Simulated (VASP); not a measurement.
# Tl (Im-3m) in VASP: further runs

Runs on Tl. Level: PBEsol+D3(BJ). Tasks: single point.

All numbers are computed with VASP 6.6.1; they aren't measurements. Logs are shortened: lines on timing, memory, paths and dates and some standing lists are left out, and cuts for length are marked.

### Step 1. The cell of the first run

The structure is cubic, space group Im-3m (No. 229). Conventional cell: a = 3.489 Å, b = 3.489 Å, c = 3.489 Å, α = 90.00°, β = 90.00°, γ = 90.00°. Tl (site symmetry m-3m) has 14 Tl at 3.02 to 3.49 Å within 4.0 Å.

This isn't the form of Tl at room conditions, which is hcp.

### Step 2. Single point, PBEsol+D3(BJ)

Contents of INCAR:

```
ALGO = Normal
EDIFF = 1E-6
ENCUT = 500
GGA = PS
GGA_COMPAT = False
ISIF = 2
ISMEAR = 0
IVDW = 12
LASPH = True
LCHARG = False
LREAL = False
LWAVE = False
NBANDS = 12
NELM = 120
PREC = Accurate
SIGMA = 0.05
```

Contents of KPOINTS:

```
k-points
0
Gamma
  6 6 6
```

Contents of POSCAR:

```
Tl
1.0
   -1.7444152091      1.7444152091      1.7444152091
    1.7444152091     -1.7444152091      1.7444152091
    1.7444152091      1.7444152091     -1.7444152091
Tl
1
Direct
    0.0000000000      0.0000000000      0.0000000000
```

Potentials or basis: VASP PAW PBE potentials, release 64 (Tl_d).

Command:

```console
$ cat potpaw_PBE.64/Tl_d/POTCAR > POTCAR
$ mpirun -np 1 vasp_std > vasp.out
```

OUTCAR:

```text
EDIFF = 1E-6
   ENCUT = 500
   GGA = PS
   ISIF = 2
   ISMEAR = 0
   IVDW = 12
   LASPH = True
   LREAL = False
   NELM = 120
   PREC = Accurate
 IVDW          = 12

 ion  position               nearest neighbor table
   1  0.000  0.000  0.000-

  LATTYP: Found a body centered cubic cell.
 ALAT       =     3.4888304182

  Lattice vectors:

 A1 = (  -1.7444152091,   1.7444152091,   1.7444152091)
 A2 = (   1.7444152091,  -1.7444152091,   1.7444152091)
 A3 = (   1.7444152091,   1.7444152091,  -1.7444152091)

Analysis of symmetry for initial positions (statically):
=====================================================================
 Subroutine PRICEL returns:
 Original cell was already a primitive cell.

 Routine SETGRP: Setting up the symmetry group for a
 body centered cubic supercell.

 Subroutine GETGRP returns: Found 48 space group operations
 (whereof 48 operations were pure point group operations)
 out of a pool of 48 trial point group operations.

The static configuration has the point symmetry O_h .

Analysis of symmetry for dynamics (positions and initial velocities):
=====================================================================
 Subroutine PRICEL returns:
 Original cell was already a primitive cell.

 Routine SETGRP: Setting up the symmetry group for a
 body centered cubic supercell.

 Subroutine GETGRP returns: Found 48 space group operations
 (whereof 48 operations were pure point group operations)
 out of a pool of 48 trial point group operations.

The dynamic configuration has the point symmetry O_h .

 Subroutine INISYM returns: Found 48 space group operations
 (whereof 48 operations are pure point group operations),
 and found     1 'primitive' translations

----------------------------------------------------------------------------------------

                                     Primitive cell

  volume of cell :      21.2329

  direct lattice vectors                    reciprocal lattice vectors
    -1.744415209  1.744415209  1.744415209     0.000000000  0.286629007  0.286629007
     1.744415209 -1.744415209  1.744415209     0.286629007  0.000000000  0.286629007
     1.744415209  1.744415209 -1.744415209     0.286629007  0.286629007  0.000000000

  length of vectors
     3.021415772  3.021415772  3.021415772     0.405354630  0.405354630  0.405354630

  position of ions in fractional coordinates (direct lattice)
     0.000000000  0.000000000  0.000000000

  ion indices of the primitive-cell ions
   primitive index   ion index
                 1           1

----------------------------------------------------------------------------------------

 KPOINTS: k-points

Automatic generation of k-mesh.
 Grid dimensions read from file:
 generate k-points for:    6    6    6

 Generating k-lattice:

  Cartesian coordinates                     Fractional coordinates (reciprocal lattice)
     0.000000000  0.047771501  0.047771501     0.166666667  0.000000000  0.000000000
     0.047771501  0.000000000  0.047771501     0.000000000  0.166666667  0.000000000
     0.047771501  0.047771501  0.000000000     0.000000000  0.000000000  0.166666667

  Length of vectors
     0.067559105  0.067559105  0.067559105

  Shift w.r.t. Gamma in fractional coordinates (k-lattice)
     0.000000000  0.000000000  0.000000000

 Subroutine IBZKPT returns following result:
 ===========================================

 Found     16 irreducible k-points:

 Following reciprocal coordinates:
            Coordinates               Weight
  0.000000  0.000000  0.000000      1.000000
  0.166667  0.000000  0.000000     12.000000
  0.333333  0.000000  0.000000     12.000000
  0.500000  0.000000  0.000000      6.000000
  0.166667  0.166667  0.000000     24.000000
  0.333333  0.166667  0.000000     48.000000
[... 8 lines left out ...]
  0.500000  0.500000  0.333333     12.000000
  0.500000  0.500000  0.500000      1.000000
   k-points           NKPTS =     16   k-points in BZ     NKDIM =     16   number of bands    NBANDS=     12
   number of dos      NEDOS =    301   number of ions     NIONS =      1
   total plane-waves  NPLWV =  13824
   dimension x,y,z NGX =    24 NGY =   24 NGZ =   24
   dimension x,y,z NGXF=    48 NGYF=   48 NGZF=   48
   ions per type =               1
   NGX,Y,Z   is equivalent  to a cutoff of  13.21, 13.21, 13.21 a.u.
   NGXF,Y,Z  is equivalent  to a cutoff of  26.41, 26.41, 26.41 a.u.
 SYSTEM =  unknown system
   PREC   = accura    normal or accurate (medium, high low for compatibility)
   ISTART =      0    job   : 0-new  1-cont  2-samecut
   ICHARG =      2    charge: 1-file 2-atom 10-const
   ISPIN  =      1    spin polarized calculation?
   LNONCOLLINEAR =      F non collinear calculations
   LSORBIT =      F    spin-orbit coupling
   LASPH  =      T    aspherical Exc in radial PAW
   ENCUT  =  500.0 eV  36.75 Ry    6.06 a.u.   5.51  5.51  5.51*2*pi/ulx,y,z
   NELM   =    120;   NELMIN=  2; NELMDL= -5     # of ELM steps
   EDIFF  = 0.1E-05   stopping-criterion for ELM
   LREAL  =      F    real-space projection
   EDIFFG = 0.1E-04   stopping-criterion for IOM
   NSW    =      0    number of steps for IOM
   IBRION =     -1    ionic relax: 0-MD 1-quasi-New 2-CG
   NFREE  =      0    steps in history (QN), initial steepest desc. (CG)
   ISIF   =      2    stress and relaxation
   ISYM   =      2    0-nonsym 1-usesym 2-fastsym
   POTIM  = 0.5000    time-step for ionic-motion
   TEBEG  =    0.0;   TEEND  =   0.0 temperature during run
   PSTRESS=    0.0 pullay stress
   NELECT =      13.0000    total number of electrons
   NUPDOWN=      -1.0000    fix difference up-down
   EMIN   =  10.00;   EMAX   =-10.00  energy-range for DOS
   EFERMI =   0.00;   METHOD = LEGACY
   ISMEAR =     0;   SIGMA  =   0.05  broadening in eV -4-tet -1-fermi 0-gaus
   EFERMI_NEDOS =   21; number of points for ismear=-14 and -15
   IALGO  =     38    algorithm
   IMIX   =      4    mixing-type and parameters
     AMIX     =   0.40;   BMIX     =  1.00
     AMIX_MAG =   1.60;   BMIX_MAG =  1.00
  volume/ion in A,a.u.               =      21.23       143.29
  Fermi-wavevector in a.u.,A,eV,Ry     =   1.390121  2.626949 26.292411  1.932438
  Thomas-Fermi vector in A             =   2.514087
   LORBIT       =      0    0 simple, 1 ext, 2 COOP (PROOUT), +10 PAW based schemes
   GGA     = PS    functional components
   LHFCALC =     F    Hartree Fock is set to
   AEXX    =    0.0000 exact exchange contribution
   IVDW    =    12    specifies the selected vdW correction
   LEPSILON=     F    determine dielectric tensor
   LRPA    =     F    only Hartree local field effects (RPA)
 non-spin polarized calculation
 Gauss-broadening in eV      SIGMA  =   0.05
  energy-cutoff  :      500.00
  volume of cell :       21.23
 maximum number of plane-waves:       555
 NGX is ok and might be reduce to    24
   NGX = 11   NGY = 11   NGZ = 11

 number of electron      13.0000003 magnetization

 Free energy of the ion-electron system (eV)
  ---------------------------------------------------
  ext. energy  EPLUGINS =         0.00000000
  ---------------------------------------------------
  free energy    TOTEN  =        -2.22126974 eV

  energy without entropy =       -2.21965240  energy(sigma->0) =       -2.22046107

 E-fermi :   9.9090     XC(G=0): -11.9476

 val. band max:        9.6121760600   @ k =   0.5000   0.5000   0.3333
 cond. band min:       9.9496647720   @ k =  -0.3333   0.5000   0.1667
 fundamental gap:      0.3374887120
 Fermi energy:         9.9089937797

 k-point     1 :       0.0000    0.0000    0.0000
  band No.  band energies     occupation
      1      -2.4214      2.00000
      2      -2.2351      2.00000
      3      -2.2351      2.00000
      4      -2.2351      2.00000
      5      -1.3818      2.00000
      6      -1.3818      2.00000
      7      22.8970      0.00000
      8      22.8970      0.00000
      9      22.8970      0.00000
     10      24.5983      0.00000
     11      24.5983      0.00000
     12      24.5983      0.00000

 k-point     2 :       0.1667    0.0000    0.0000
  band No.  band energies     occupation
      1      -2.3384      2.00000
      2      -2.3274      2.00000
      3      -1.9107      2.00000
      4      -1.5524      2.00000
      5      -1.3927      2.00000
      6      -1.3782      2.00000
      7      18.4524      0.00000
      8      21.4241      0.00000
      9      22.0368      0.00000
     10      23.0215      0.00000
     11      23.1563      0.00000
     12      24.4905      0.00000

 k-point     3 :       0.3333    0.0000    0.0000
  band No.  band energies     occupation
      1      -2.6051      2.00000
      2      -2.5389      2.00000
      3      -1.4887      2.00000
      4      -1.3646      2.00000
      5      -1.1934      2.00000
      6       1.2559      2.00000
      7      11.5181      0.00000
      8      18.6870      0.00000
      9      18.9277      0.00000
     10      22.8804      0.00000
     11      23.5837      0.00000
     12      27.2932      0.00000
[... 166 lines left out ...]
 k-point    15 :       0.5000    0.5000    0.3333
  band No.  band energies     occupation
      1      -2.5999      2.00000
      2      -2.5051      2.00000
      3      -1.4303      2.00000
      4      -1.2487      2.00000
      5      -0.9007      2.00000
      6       7.5120      2.00000
      7       9.6122      2.00000
      8      12.5928      0.00000
      9      15.0907      0.00000
     10      19.4093      0.00000
     11      20.1458      0.00000
     12      29.2032      0.00000

 k-point    16 :       0.5000    0.5000    0.5000
  band No.  band energies     occupation
      1      -2.7916      2.00000
      2      -2.7916      2.00000
      3      -0.9367      2.00000
      4      -0.9367      2.00000
      5      -0.9367      2.00000
      6      10.5539      0.00000
      7      11.3939      0.00000
      8      11.3939      0.00000
      9      11.3939      0.00000
     10      17.8715      0.00000
     11      17.8715      0.00000
     12      29.8214      0.00000

------------------------ aborting loop because EDIFF is reached ----------------------------------------

 Edisp (eV)   -0.51964

 E8    (eV) :    -0.3875

  FORCE on cell =-STRESS in cart. coord.  units (eV):
  Direction    XX          YY          ZZ          XY          YZ          ZX
  --------------------------------------------------------------------------------------
  -------------------------------------------------------------------------------------
  Total       2.56040     2.56040     2.56040     0.00000     0.00000    -0.00000
  in kB     193.20107   193.20107   193.20107     0.00000     0.00000    -0.00000
  external pressure =      193.20 kB  Pullay stress =        0.00 kB

 VOLUME and BASIS-vectors are now :
 -----------------------------------------------------------------------------
  energy-cutoff  :      500.00
  volume of cell :       21.23
      direct lattice vectors                 reciprocal lattice vectors
    -1.744415209  1.744415209  1.744415209     0.000000000  0.286629007  0.286629007
     1.744415209 -1.744415209  1.744415209     0.286629007  0.000000000  0.286629007
     1.744415209  1.744415209 -1.744415209     0.286629007  0.286629007  0.000000000

 POSITION                                       TOTAL-FORCE (eV/Angst)
 -----------------------------------------------------------------------------------
      0.00000      0.00000      0.00000        -0.000000     -0.000000     -0.000000
 -----------------------------------------------------------------------------------
    total drift:                                0.000000      0.000000     -0.000000

  FREE ENERGIE OF THE ION-ELECTRON SYSTEM (eV)
  ---------------------------------------------------
  free  energy   TOTEN  =        -2.7409126283 eV

  energy  without entropy=       -2.7392952902  energy(sigma->0) =       -2.74010396
```

It took 4.5 s on 1 thread of Intel Xeon 6975P-C (Granite Rapids), shared host; peak memory 0.14 GiB.

Results:

```
Free energy                : -2.7409 eV
Pressure                   : 19.3 GPa
Band gap on the k mesh     : zero (an odd number of electrons rules out a gap without spin polarisation)
Dispersion energy per atom : -0.520 eV
```

Caveat: the k points lie up to 0.42 Å⁻¹ apart, too coarse for converged energies and pressures of a metal; three body term missing; the PAW data sets were made with another functional, which shifts forces and pressure a little; spin-orbit coupling is left out, which moves the levels of the heavy elements.

(Part 1 of 3 ends here.)

The gap in the log of VASP goes by the Fermi energy; the results here count the filled bands.